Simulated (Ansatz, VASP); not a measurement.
InGa3AsP: VASP beside Ansatz

```
In Ga P As
1.0
     5.84963    0.00000    0.00000
    -2.92481    5.06593    0.00000
     0.00000    0.00000    4.38787
In Ga P As
1 3 1 1
Cartesian
  0.0000 3.3773 0.0000
  2.9248 0.0051 2.1939
  4.3828 2.5304 2.1939
  1.4669 2.5304 2.1939
  2.9248 1.6886 0.0000
  0.0000 0.0000 0.0000
```

Change from the starting cell: species swapped into the LaMnAlNi3 type (P-6m2, No. 187).

Alike in both runs: task relaxation of cell and atoms; functional PBE; k mesh 3 × 3 × 4; occupations gaussian, width 0.1 eV; no spin polarisation.

|  | VASP | Ansatz |
| --- | --- | --- |
| version | VASP 6.6.1 | Ansatz 0.2.0 |
| potentials or method | VASP PAW PBE potentials, release 64 (In_d, Ga_d, P, As), cutoff 600 eV | scalar-relativistic, plane waves, PAW |
| valence electrons in the cell | 62 | 72 |

```tsv
	VASP	Ansatz	Ansatz less VASP
gap on the k mesh at the Fermi level, each at its own relaxed structure (eV)	none	none	-
relaxed volume (Å³/atom)	21.14	21.13	-0.012
relaxed length of the cell vector where the two differ most in proportion (Å)	5.067	5.055	-0.0121
```

A gap of «none» marks a metal or a gap that the smearing closes. VASP's potentials hold 62 valence electrons a cell and Ansatz's 72, so a difference there can come from the potentials and not from the codes.

The k mesh is coarse, so the values compare programs but aren't converged.
